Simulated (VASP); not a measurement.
The system is Cs3SbF6.

```
Cs Sb F
1.0
     0.00000    5.05155    5.05155
     5.05155    0.00000    5.05155
     5.05155    5.05155    0.00000
Cs Sb F
3 1 6
Direct
  0.75000 0.75000 0.75000
  0.25000 0.25000 0.25000
  0.50000 0.50000 0.50000
  0.00000 0.00000 0.00000
  0.78090 0.21910 0.21910
  0.21910 0.21910 0.78090
  0.21910 0.78090 0.78090
  0.21910 0.78090 0.21910
  0.78090 0.21910 0.78090
  0.78090 0.78090 0.21910
```

```yaml
Program: VASP 6.6.1
Task: relaxation of cell and atoms
Functional: PBEsol
Potentials_or_basis: VASP PAW PBE potentials, release 64 (Cs_sv, Sb, F)
Cutoff: 600 eV
k_mesh: 4 × 4 × 4
Occupations: gaussian, width 0.02 eV
Spin: no spin polarisation
```

At the start: pressure -1.7 GPa; volume 25.78 Å³/atom.

**Question.** How do energy, volume and symmetry change on relaxing?

**Answer.** Over 8 steps the energy falls by 7.8 meV/atom and the volume is 24.31 Å³/atom (-5.7 %); space group Fm-3m (No. 225, to 0.1 Å) before and after.

The path:
| step | energy change (eV) | largest force (eV/Å) | pressure (GPa) | volume (Å³) |
| --- | --- | --- | --- | --- |
| 1 | 0.0000 | 0.1751 | -1.73 | 257.81 |
| 2 | -0.0627 | 0.1904 | -0.18 | 247.59 |
| 3 | -0.0627 | 0.1955 | -0.16 | 247.46 |
| 4 | -0.0724 | 0.1218 | -0.10 | 245.59 |
| 5 | -0.0780 | 0.0121 | 0.04 | 242.34 |
| 6 | -0.0781 | 0.0054 | 0.03 | 242.76 |
| 7 | -0.0781 | 0.0096 | 0.02 | 242.85 |
| 8 | -0.0781 | 0.0009 | -0.02 | 243.06 |

Final structure:
```yaml
crystal:
  lattice:
    - [0.00000, 4.95330, 4.95330]
    - [4.95330, 0.00000, 4.95330]
    - [4.95330, 4.95330, 0.00000]
  atoms:
    - { symbol: Cs, position: [0.75000, 0.75000, 0.75000] }
    - { symbol: Cs, position: [0.25000, 0.25000, 0.25000] }
    - { symbol: Cs, position: [0.50000, 0.50000, 0.50000] }
    - { symbol: Sb, position: [0.00000, 0.00000, 0.00000] }
    - { symbol: F, position: [0.77959, 0.22041, 0.22041] }
    - { symbol: F, position: [0.22041, 0.22041, 0.77959] }
    - { symbol: F, position: [0.22041, 0.77959, 0.77959] }
    - { symbol: F, position: [0.22041, 0.77959, 0.22041] }
    - { symbol: F, position: [0.77959, 0.22041, 0.77959] }
    - { symbol: F, position: [0.77959, 0.77959, 0.22041] }
```

Caveat: the PAW data sets were made with another functional, which shifts forces and pressure a little.
